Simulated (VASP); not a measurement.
ZnS:

```xyz
6
Lattice="5.7011 0.0000 0.0000 -2.8505 4.9373 0.0000 0.0000 0.0000 3.3622" Properties=species:S:1:pos:R:3 pbc="T T T"
Zn    3.5498    0.0000    2.2414
Zn   -1.7749    3.0742    1.1207
Zn    1.0756    1.8631    0.0000
S     2.1513    0.0000    0.5604
S    -1.0756    1.8631    2.8018
S     1.7749    3.0742    1.6811
```

The cell was generated, and may not be a known phase.

| Property | Result |
| --- | --- |
| Program | VASP 6.6.1 |
| Task | relaxation of cell and atoms |
| Functional | PBE |
| Potentials or basis | VASP PAW PBE potentials, release 64 (Zn, S) |
| Cutoff | 600 eV |
| k mesh | 6 × 6 × 6 |
| Occupations | gaussian, width 0.1 eV |
| Spin | no spin polarisation |

At the start: pressure 26.7 GPa; volume 15.77 Å³/atom.

Question: How do energy, volume and symmetry change on relaxing?

Answer: Over 11 steps the energy falls by 286.9 meV/atom and the volume is 19.77 Å³/atom (+25.4 %); space group P3_221 (No. 154, to 0.1 Å) before and after.

Step by step:
```csv
step,energy change (eV),largest force (eV/Å),pressure (GPa),volume (Å³)
1,0.0000,1.3095,26.69,94.64
2,-1.2425,0.3497,-7.04,135.33
3,-1.6987,0.2140,0.20,117.91
4,-1.6984,0.2214,-0.10,118.41
5,-1.7048,0.1806,-0.21,118.68
6,-1.7138,0.0765,-0.50,119.47
7,-1.7169,0.0817,0.36,118.03
8,-1.7171,0.0807,0.23,118.26
9,-1.7191,0.0408,0.15,118.34
10,-1.7203,0.0442,0.02,118.50
11,-1.7216,0.0177,-0.06,118.63
```

Final structure:
```
CELL_PARAMETERS angstrom
6.07693 0.00000 0.00000
-3.03847 5.26278 0.00000
0.00000 0.00000 3.70934
ATOMIC_POSITIONS crystal
Zn 0.61544 0.00000 0.66667
Zn 0.00000 0.61544 0.33333
Zn 0.38456 0.38456 0.00000
S 0.36748 0.00000 0.16667
S 0.00000 0.36748 0.83333
S 0.63252 0.63252 0.50000
```

Caveat: the volume moved by over 15 % at a fixed basis, so the end points are rough.
